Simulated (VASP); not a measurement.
# Nb (Im-3m) in VASP: further runs

Runs on Nb. Level: PBEsol. Tasks: relaxation of cell and atoms.

Everything below comes from runs of VASP 6.6.1. Logs are shortened: lines on timing, memory, paths and dates and some standing lists are left out, and cuts for length are marked.

## (1) The cell of the first run

It takes space group Im-3m (No. 229, cubic). The conventional cell has a = 3.328 Å, b = 3.328 Å, c = 3.328 Å, α = 90.00°, β = 90.00°, γ = 90.00°. Nb (site symmetry m-3m) has 14 Nb at 2.88 to 3.33 Å within 3.8 Å.

## (2) Relaxation of cell and atoms, PBEsol, target pressure -2 GPa, at which the enthalpy is minimised

INCAR

```
PREC = Accurate
ENCUT = 600
EDIFF = 1E-6
ISMEAR = 1
SIGMA = 0.1
LREAL = False
LASPH = True
NELM = 100
ALGO = Normal
ISIF = 3
LWAVE = False
LCHARG = False
GGA = PS
IBRION = 2
NSW = 80
EDIFFG = -0.01
PSTRESS = -20.0
```

KPOINTS

```
regular mesh
0
Gamma
  16 16 16
```

POSCAR

```
Nb
1.0
   -1.6639500000      1.6639500000      1.6639500000
    1.6639500000     -1.6639500000      1.6639500000
    1.6639500000      1.6639500000     -1.6639500000
Nb
1
Direct
    0.0000000000      0.0000000000      0.0000000000
```

Potentials or basis: VASP PAW PBE potentials, release 64 (Nb_sv).

Launch:

```console
$ cat potpaw_PBE.64/Nb_sv/POTCAR > POTCAR
$ mpirun -np 1 vasp_std > vasp.out
```

OUTCAR:

```text
PREC = Accurate
   ENCUT = 600
   EDIFF = 1E-6
   ISMEAR = 1
   LREAL = False
   LASPH = True
   NELM = 100
   ISIF = 3
   GGA = PS
   IBRION = 2
   NSW = 80
   EDIFFG = -0.01
   PSTRESS = -20.0

 ion  position               nearest neighbor table
   1  0.000  0.000  0.000-

  LATTYP: Found a body centered cubic cell.
 ALAT       =     3.3279000000

  Lattice vectors:

 A1 = (  -1.6639500000,   1.6639500000,   1.6639500000)
 A2 = (   1.6639500000,  -1.6639500000,   1.6639500000)
 A3 = (   1.6639500000,   1.6639500000,  -1.6639500000)

Analysis of symmetry for initial positions (statically):
=====================================================================
 Subroutine PRICEL returns:
 Original cell was already a primitive cell.

 Routine SETGRP: Setting up the symmetry group for a
 body centered cubic supercell.

 Subroutine GETGRP returns: Found 48 space group operations
 (whereof 48 operations were pure point group operations)
 out of a pool of 48 trial point group operations.

The static configuration has the point symmetry O_h .

Analysis of symmetry for dynamics (positions and initial velocities):
=====================================================================
 Subroutine PRICEL returns:
 Original cell was already a primitive cell.

 Routine SETGRP: Setting up the symmetry group for a
 body centered cubic supercell.

 Subroutine GETGRP returns: Found 48 space group operations
 (whereof 48 operations were pure point group operations)
 out of a pool of 48 trial point group operations.

The dynamic configuration has the point symmetry O_h .

 Subroutine INISYM returns: Found 48 space group operations
 (whereof 48 operations are pure point group operations),
 and found     1 'primitive' translations

----------------------------------------------------------------------------------------

                                     Primitive cell

  volume of cell :      18.4281

  direct lattice vectors                    reciprocal lattice vectors
    -1.663950000  1.663950000  1.663950000     0.000000000  0.300489798  0.300489798
     1.663950000 -1.663950000  1.663950000     0.300489798  0.000000000  0.300489798
     1.663950000  1.663950000 -1.663950000     0.300489798  0.300489798  0.000000000

  length of vectors
[... 92 lines left out ...]
   NUPDOWN=      -1.0000    fix difference up-down
   EMIN   =  10.00;   EMAX   =-10.00  energy-range for DOS
   EFERMI =   0.00;   METHOD = LEGACY
   ISMEAR =     1;   SIGMA  =   0.10  broadening in eV -4-tet -1-fermi 0-gaus
   EFERMI_NEDOS =   21; number of points for ismear=-14 and -15
   IALGO  =     38    algorithm
   IMIX   =      4    mixing-type and parameters
     AMIX     =   0.40;   BMIX     =  1.00
     AMIX_MAG =   1.60;   BMIX_MAG =  1.00
  volume/ion in A,a.u.               =      18.43       124.36
  Fermi-wavevector in a.u.,A,eV,Ry     =   1.457345  2.753983 28.896790  2.123854
  Thomas-Fermi vector in A             =   2.574157
   LORBIT       =      0    0 simple, 1 ext, 2 COOP (PROOUT), +10 PAW based schemes
   GGA     = PS    functional components
   LHFCALC =     F    Hartree Fock is set to
   AEXX    =    0.0000 exact exchange contribution
   IVDW    =     0    specifies the selected vdW correction
   LEPSILON=     F    determine dielectric tensor
   LRPA    =     F    only Hartree local field effects (RPA)
 conjugate gradient relaxation of ions
 non-spin polarized calculation
 Methfessel and Paxton  Order N= 1 SIGMA  =   0.10
  energy-cutoff  :      600.00
  volume of cell :       18.43
 maximum number of plane-waves:       630
   NGX = 11   NGY = 11   NGZ = 11

--------------------------------------- Ionic step        1  -------------------------------------------

 number of electron      12.9999999 magnetization

 Free energy of the ion-electron system (eV)
  ---------------------------------------------------
  ext. energy  EPLUGINS =         0.00000000
  ---------------------------------------------------
  free energy    TOTEN  =       -10.92726033 eV

  energy without entropy =      -10.92669906  energy(sigma->0) =      -10.92707324

------------------------ aborting loop because EDIFF is reached ----------------------------------------

  FORCE on cell =-STRESS in cart. coord.  units (eV):
  Direction    XX          YY          ZZ          XY          YZ          ZX
  --------------------------------------------------------------------------------------
  -------------------------------------------------------------------------------------
  Total       -1.0282721     -1.0282721     -1.0282721      0.0000000     -0.0000000     -0.0000000
  in kB      -89.4000626    -89.4000626    -89.4000626      0.0000000     -0.0000000     -0.0000000
  external PRESSURE =     -69.4000626 kB  Pullay stress =     -20.0000000 kB
[... 98 lines left out ...]
--------------------------------------- Ionic step        4  -------------------------------------------

 number of electron      13.0000001 magnetization

 Free energy of the ion-electron system (eV)
  ---------------------------------------------------
  ext. energy  EPLUGINS =         0.00000000
  ---------------------------------------------------
  free energy    TOTEN  =       -10.95436794 eV

  energy without entropy =      -10.95387835  energy(sigma->0) =      -10.95420474

 E-fermi :  11.3311     XC(G=0): -12.7337

 val. band max:       11.3277799933   @ k =   0.1250   0.0625   0.0000
 cond. band min:      11.3402931505   @ k =   0.1875   0.0000   0.0000
 fundamental gap:      0.0125131572
 Fermi energy:        11.3310693421

 k-point     1 :       0.0000    0.0000    0.0000
  band No.  band energies     occupation
      1     -42.9140      2.00000
      2     -18.1846      2.00000
      3     -18.1846      2.00000
      4     -18.1846      2.00000
      5       5.3163      2.00000
      6      11.6892     -0.00001
      7      11.6892     -0.00001
      8      11.6892     -0.00001
      9      14.6664      0.00000
     10      14.6664      0.00000
[... 287 lines left out ...]
 k-point    24 :       0.2500    0.1875    0.0000
  band No.  band energies     occupation
      1     -42.6769      2.00000
      2     -19.3292      2.00000
      3     -18.6569      2.00000
      4     -18.3115      2.00000
      5       8.5519      2.00000
      6       9.9919      2.00000
      7      10.9041      2.00000
      8      14.0847      0.00000
      9      15.4750      0.00000
     10      17.4168      0.00000

 [... further k-points ...]

------------------------ aborting loop because EDIFF is reached ----------------------------------------

  FORCE on cell =-STRESS in cart. coord.  units (eV):
  Direction    XX          YY          ZZ          XY          YZ          ZX
  --------------------------------------------------------------------------------------
  -------------------------------------------------------------------------------------
  Total       -0.2217665     -0.2217665     -0.2217665      0.0000000      0.0000000      0.0000000
  in kB      -20.1284066    -20.1284066    -20.1284066      0.0000000      0.0000000      0.0000000
  external PRESSURE =      -0.1284066 kB  Pullay stress =     -20.0000000 kB
[... 20 lines left out ...]
  energy  without entropy=      -10.9538783506  energy(sigma->0) =      -10.95420474

  enthalpy is  TOTEN    =       -11.1747197524 eV   P V=       -0.2203518117

 reached required accuracy - stopping structural energy minimisation
```

CONTCAR:

```text
Nb
   1.00000000000000
    -1.6402589155074179    1.6402589155074179    1.6402589155074179
     1.6402589155074179   -1.6402589155074179    1.6402589155074179
     1.6402589155074179    1.6402589155074179   -1.6402589155074179
  Nb
     1
Direct
     1.0000000000000000    0.0000000000000000    1.0000000000000000

  0.00000000E+00  0.00000000E+00  0.00000000E+00
```

Wall time 1.7 min (1 thread of Intel Xeon 8259CL, shared host); peak memory 0.17 GiB.

What came out:

| Quantity | Value |
| --- | --- |
| Free energy | -10.9544 eV |
| Relaxed volume | 17.65 Å³/atom |
| Relaxed cell | a = 2.841 Å, b = 2.841 Å, c = 2.841 Å, α = 109.47°, β = 109.47°, γ = 109.47° |
| Space group after relaxing (to 0.1 Å) | Im-3m (No. 229) |
| Energy change on relaxing (the run minimises the enthalpy) | -27.1 meV/atom |
| Ionic steps | 4 |
| Pressure after relaxing | -2.0 GPa |
| Band gap on the k mesh | zero (an odd number of electrons rules out a gap without spin polarisation) |

The path:
```
step  energy change (eV)  largest force (eV/Å)  pressure (GPa)  volume (Å³)
   1              0.0000                0.0000           -8.94        18.43
   2              0.0150                0.0000           13.67        16.38
   3             -0.0269                0.0000           -2.18        17.67
   4             -0.0271                0.0000           -2.01        17.65
```

Final structure:
```cif
data_structure
_symmetry_space_group_name_H-M 'P 1'
_symmetry_Int_Tables_number 1
_cell_length_a 2.8410
_cell_length_b 2.8410
_cell_length_c 2.8410
_cell_angle_alpha 109.471
_cell_angle_beta 109.471
_cell_angle_gamma 109.471
_cell_volume 17.65
loop_
_atom_site_label
_atom_site_type_symbol
_atom_site_fract_x
_atom_site_fract_y
_atom_site_fract_z
_atom_site_occupancy
Nb1 Nb 0.00000 0.00000 0.00000 1
```

Caveat: the cell is relaxed towards a set pressure, so the run minimises the enthalpy, not the energy; the PAW data sets were made with another functional, which shifts forces and pressure a little.

## (3) Relaxation of cell and atoms, PBEsol

INCAR

```
PREC = Accurate
ENCUT = 600
EDIFF = 1E-7
ISMEAR = 1
SIGMA = 0.1
LREAL = F
LASPH = T
NELM = 60
ALGO = Normal
ISIF = 3
LWAVE = F
LCHARG = F
GGA = PS
IBRION = 2
NSW = 80
EDIFFG = -0.01
```

KPOINTS is that of step 2.

POSCAR is that of step 2.

Potentials or basis: VASP PAW PBE potentials, release 64 (Nb_sv).

Launch:

```console
$ cat potpaw_PBE.64/Nb_sv/POTCAR > POTCAR
$ mpirun -np 1 vasp_std > vasp.out
```

Wall time 2.5 min (1 thread of Intel Xeon 8259CL, shared host); peak memory 0.17 GiB.

Results (log left out):

* Free energy: -10.9556 eV
* Relaxed volume: 17.46 Å³/atom
* Relaxed cell: a = 2.831 Å, b = 2.831 Å, c = 2.831 Å, α = 109.47°, β = 109.47°, γ = 109.47°
* Space group after relaxing (to 0.1 Å): Im-3m (No. 229)
* Energy gained by relaxing: 28.3 meV/atom
* Ionic steps: 4
* Pressure after relaxing: 0.0 GPa
* Band gap on the k mesh: zero (an odd number of electrons rules out a gap without spin polarisation)

The path:
```tsv
step	energy change (eV)	largest force (eV/Å)	pressure (GPa)	volume (Å³)
1	0.0000	0.0000	-8.94	18.43
2	0.0779	0.0000	22.46	15.82
3	-0.0283	0.0000	-0.38	17.49
4	-0.0283	0.0000	-0.05	17.46
```

Final structure:
```
CELL_PARAMETERS angstrom
-1.63433 1.63433 1.63433
1.63433 -1.63433 1.63433
1.63433 1.63433 -1.63433
ATOMIC_POSITIONS crystal
Nb 0.00000 0.00000 0.00000
```

Levels at points of the mesh, in eV from the Fermi level:
```
           k point  band 4  band 5  band 6  band 7  band 8  band 9
(0.00, 0.00, 0.00)  -29.48   -6.03    0.36    0.36    0.36    3.37
(0.50, 0.00, 0.00)  -29.49   -3.87   -1.76    2.44    3.42    4.14
(0.50, 0.50, 0.50)  -30.50   -3.92   -3.92    5.86    5.86    5.86
```

Caveat: the PAW data sets were made with another functional, which shifts forces and pressure a little.

## (4) Relaxation of cell and atoms, PBEsol, target pressure 2 GPa, at which the enthalpy is minimised

Edit INCAR of step 3 so:

```diff
@@ -7,3 +7,3 @@
 LASPH = T
-NELM = 60
+NELM = 100
 ALGO = Normal
@@ -16 +16,2 @@
 EDIFFG = -0.01
+PSTRESS = 20.0
```

KPOINTS is that of step 3.

POSCAR is that of step 3.

Potentials or basis: VASP PAW PBE potentials, release 64 (Nb_sv).

Launch:

```console
$ cat potpaw_PBE.64/Nb_sv/POTCAR > POTCAR
$ mpirun -np 1 vasp_std > vasp.out
```

OUTCAR:

```text
PREC = Accurate
   ENCUT = 600
   EDIFF = 1E-7
   ISMEAR = 1
   LREAL = F
   LASPH = T
   NELM = 100
   ISIF = 3
   GGA = PS
   IBRION = 2
   NSW = 80
   EDIFFG = -0.01
   PSTRESS = 20.0

 ion  position               nearest neighbor table
   1  0.000  0.000  0.000-

  LATTYP: Found a body centered cubic cell.
 ALAT       =     3.3279000000

  Lattice vectors:

 A1 = (  -1.6639500000,   1.6639500000,   1.6639500000)
 A2 = (   1.6639500000,  -1.6639500000,   1.6639500000)
 A3 = (   1.6639500000,   1.6639500000,  -1.6639500000)

Analysis of symmetry for initial positions (statically):
=====================================================================
 Subroutine PRICEL returns:
 Original cell was already a primitive cell.

 Routine SETGRP: Setting up the symmetry group for a
 body centered cubic supercell.

 Subroutine GETGRP returns: Found 48 space group operations
 (whereof 48 operations were pure point group operations)
 out of a pool of 48 trial point group operations.

The static configuration has the point symmetry O_h .

Analysis of symmetry for dynamics (positions and initial velocities):
[... 167 lines left out ...]
  in kB      -89.4185696    -89.4185696    -89.4185696     -0.0000000     -0.0000000      0.0000000
  external PRESSURE =    -109.4185696 kB  Pullay stress =      20.0000000 kB
[... 98 lines left out ...]
--------------------------------------- Ionic step        4  -------------------------------------------

 number of electron      13.0000001 magnetization

 Free energy of the ion-electron system (eV)
  ---------------------------------------------------
  ext. energy  EPLUGINS =         0.00000000
  ---------------------------------------------------
  free energy    TOTEN  =       -10.95456988 eV

  energy without entropy =      -10.95451303  energy(sigma->0) =      -10.95455093

 E-fermi :  11.6295     XC(G=0): -12.8453

 val. band max:       11.6284987086   @ k =   0.1875   0.0000   0.0000
 cond. band min:      11.6586690263   @ k =  -0.1875   0.1875   0.0625
 fundamental gap:      0.0301703176
 Fermi energy:        11.6294538218

 k-point     1 :       0.0000    0.0000    0.0000
  band No.  band energies     occupation
      1     -42.5874      2.00000
      2     -17.8070      2.00000
      3     -17.8070      2.00000
      4     -17.8070      2.00000
      5       5.5847      2.00000
      6      11.9848     -0.00001
      7      11.9848     -0.00001
      8      11.9848     -0.00001
      9      15.0349      0.00000
     10      15.0349      0.00000
[... 287 lines left out ...]
 k-point    24 :       0.2500    0.1875    0.0000
  band No.  band energies     occupation
      1     -42.3295      2.00000
      2     -19.0294      2.00000
      3     -18.3116      2.00000
      4     -17.9430      2.00000
      5       8.8171      2.00000
      6      10.2480      2.00000
      7      11.2187      2.00000
      8      14.4386      0.00000
      9      15.8809      0.00000
     10      17.8817      0.00000

 [... further k-points ...]

------------------------ aborting loop because EDIFF is reached ----------------------------------------

  FORCE on cell =-STRESS in cart. coord.  units (eV):
  Direction    XX          YY          ZZ          XY          YZ          ZX
  --------------------------------------------------------------------------------------
  -------------------------------------------------------------------------------------
  Total        0.2073407      0.2073407      0.2073407     -0.0000000      0.0000000     -0.0000000
  in kB       19.2239088     19.2239088     19.2239088     -0.0000000      0.0000000     -0.0000000
  external PRESSURE =      -0.7760912 kB  Pullay stress =      20.0000000 kB
[... 20 lines left out ...]
  energy  without entropy=      -10.9545130349  energy(sigma->0) =      -10.95455093

  enthalpy is  TOTEN    =       -10.7388586045 eV   P V=        0.2157112717

 reached required accuracy - stopping structural energy minimisation
```

OSZICAR:

```text
N       E                     dE             d eps       ncg     rms          rms(c)
DAV:   1     0.128501115147E+03    0.12850E+03   -0.80939E+03  2900   0.144E+03
DAV:   2    -0.534935974547E+01   -0.13385E+03   -0.13073E+03  3048   0.476E+02
DAV:   3    -0.111124285043E+02   -0.57631E+01   -0.54432E+01  4322   0.830E+01
[... 39 lines left out ...]
DAV:   3    -0.109545043760E+02    0.13814E-03   -0.10420E-03  4472   0.371E-01    0.500E-02
DAV:   4    -0.109545371648E+02   -0.32789E-04   -0.32992E-05  3560   0.644E-02    0.279E-02
DAV:   5    -0.109545694299E+02   -0.32265E-04   -0.87394E-05  4850   0.684E-02    0.112E-02
DAV:   6    -0.109545696127E+02   -0.18277E-06   -0.15892E-06  3096   0.171E-02    0.404E-03
DAV:   7    -0.109545699104E+02   -0.29769E-06   -0.44009E-07  3224   0.823E-03    0.589E-04
DAV:   8    -0.109545698762E+02    0.34202E-07   -0.25730E-08  1540   0.215E-03
   4 F= -.10738859E+02 E0= -.10738840E+02  d E =-.416366E-01
```

It took 2.4 min on 1 thread of Intel Xeon 8259CL, shared host; peak memory 0.17 GiB.

Results:

```yaml
Free_energy: -10.9546 eV
Relaxed_volume: 17.28 Å³/atom
Relaxed_cell: a = 2.821 Å, b = 2.821 Å, c = 2.821 Å, α = 109.47°, β = 109.47°, γ = 109.47°
Space_group_after_relaxing_to_0.1_Å: Im-3m (No. 229)
Energy_change_on_relaxing_the_run_minimises_the_enthalpy: -27.3 meV/atom
Ionic_steps: 4
Pressure_after_relaxing: 1.9 GPa
Band_gap_on_the_k_mesh: zero (an odd number of electrons rules out a gap without spin polarisation)
```

The path:
```
step  energy change (eV)  largest force (eV/Å)  pressure (GPa)  volume (Å³)
   1              0.0000                0.0000           -8.94        18.43
   2              0.1710                0.0000           32.24        15.27
   3             -0.0278                0.0000            1.32        17.33
   4             -0.0273                0.0000            1.92        17.28
```

Final structure:
```cif
data_structure
_symmetry_space_group_name_H-M 'P 1'
_symmetry_Int_Tables_number 1
_cell_length_a 2.8209
_cell_length_b 2.8209
_cell_length_c 2.8209
_cell_angle_alpha 109.471
_cell_angle_beta 109.471
_cell_angle_gamma 109.471
_cell_volume 17.28
loop_
_atom_site_label
_atom_site_type_symbol
_atom_site_fract_x
_atom_site_fract_y
_atom_site_fract_z
_atom_site_occupancy
Nb1 Nb 0.00000 0.00000 0.00000 1
```

Caveat: the cell is relaxed towards a set pressure, so the run minimises the enthalpy, not the energy; the PAW data sets were made with another functional, which shifts forces and pressure a little.

(Continued in part 2 of 2.)
